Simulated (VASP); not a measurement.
Crystal: Ta.

```xyz
1
Lattice="-1.6622 1.6622 1.6622 1.6622 -1.6622 1.6622 1.6622 1.6622 -1.6622" Properties=species:S:1:pos:R:3 pbc="T T T"
Ta    0.0000    0.0000    0.0000
```

This cell differs from its parent crystal: volume scaled by 1.02.

Base run:

- Program: VASP 6.6.1
- Functional: LDA
- Potentials or basis: VASP PAW LDA potentials, release 64 (Ta_pv)
- Cutoff: 520 eV
- k mesh: 11 × 11 × 11
- Occupations: fermi-dirac, width 0.05 eV
- Spin: no spin polarisation

Its results: pressure -12.2 GPa.

Problem. After a change of settings the same cell gave: pressure -7.9 GPa. Which change was it?
A. functional from LDA to PBEsol; potentials or basis from VASP PAW LDA potentials, release 64 (Ta_pv) to VASP PAW PBE potentials, release 64 (Ta_pv)
B. functional from LDA to r2SCAN; potentials or basis from VASP PAW LDA potentials, release 64 (Ta_pv) to VASP PAW PBE potentials, release 64 (Ta_pv)
C. potentials or basis from VASP PAW LDA potentials, release 64 (Ta_pv) to VASP PAW LDA potentials, release 64 (Ta_sv_GW); cutoff from 520 eV to 500 eV; further incar settings from ALGO = Normal; EDIFF = 1e-07; NBANDS = 12 to ALGO = Normal; EDIFF = 1e-06; NBANDS = 12; valence electrons from 11 to 13
D. further incar settings from ALGO = Normal; EDIFF = 1e-07; NBANDS = 12 to ALGO = Fast; EDIFF = 1e-06; NBANDS = 12

Solution. A.

Caveats: the PAW data sets were made with another functional, which shifts forces and pressure a little (some runs).
